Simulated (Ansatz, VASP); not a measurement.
Ag: VASP beside Ansatz

The input INCAR:

```
SYSTEM = Ag
  PREC = Accurate
  ENCUT = 520
  EDIFF = 1E-7
  ISMEAR = -1
  SIGMA = 0.1
  LREAL = .False.
  LASPH = .True.
  NELM = 100
  ALGO = Normal
  ISIF = 2
  LWAVE = .False.
  LCHARG = .False.
  GGA = RE
  NBANDS = 12
```

File KPOINTS:

```
Automatic mesh
0
Gamma
  18 18 18
  0 0 0
```

File POSCAR:

```
Ag
1.0
    2.8932176295      0.0000000000      0.0000000000
    0.0000000000      2.8932176295      0.0000000000
    0.0000000000      0.0000000000      2.8932176295
Ag
1
Direct
    0.0000000000      0.0000000000      0.0000000000
```

Input for Ansatz:

```yaml
crystal:
  lattice:
    - [2.8932176295, 0.0, 0.0]
    - [0.0, 2.8932176295, 0.0]
    - [0.0, 0.0, 2.8932176295]
  atoms:
    - { symbol: Ag, position: [0.0, 0.0, 0.0] }
hamiltonian:
  xc: revpbe
  pseudopotentials:
    kind: paw
    azcp:
      Ag: "pseudopotentials/Ag.paw.azcp"
basis:
  ecutwfc: 420
  fft_grid_basis: typed
kpoints:
  mp_grid: { grid: [18, 18, 18], shift: [0, 0, 0] }
magnetization:
  spin_polarized: false
scf:
  occupations: { method: fermi_dirac, width: 0.1 }
output:
  stress: true
```

Alike in both runs: task single point; functional revPBE; k mesh 18 × 18 × 18; occupations fermi-dirac, width 0.1 eV; no spin polarisation.

```csv
,VASP,Ansatz
version,VASP 6.6.1,Ansatz 0.2.0
potentials or method,"VASP PAW PBE potentials, release 64 (Ag), cutoff 520 eV","plane waves (420 eV) with PAW, scalar-relativistic"
valence electrons in the cell,11,19
```

|  | VASP | Ansatz | Ansatz less VASP |
| --- | --- | --- | --- |
| pressure (GPa) | -4.6 | -4.6 | +0.02 |

VASP's potentials were made for PBE, not for revPBE. VASP's potentials hold 11 valence electrons a cell and Ansatz's 19, so a difference there can come from the potentials and not from the codes.
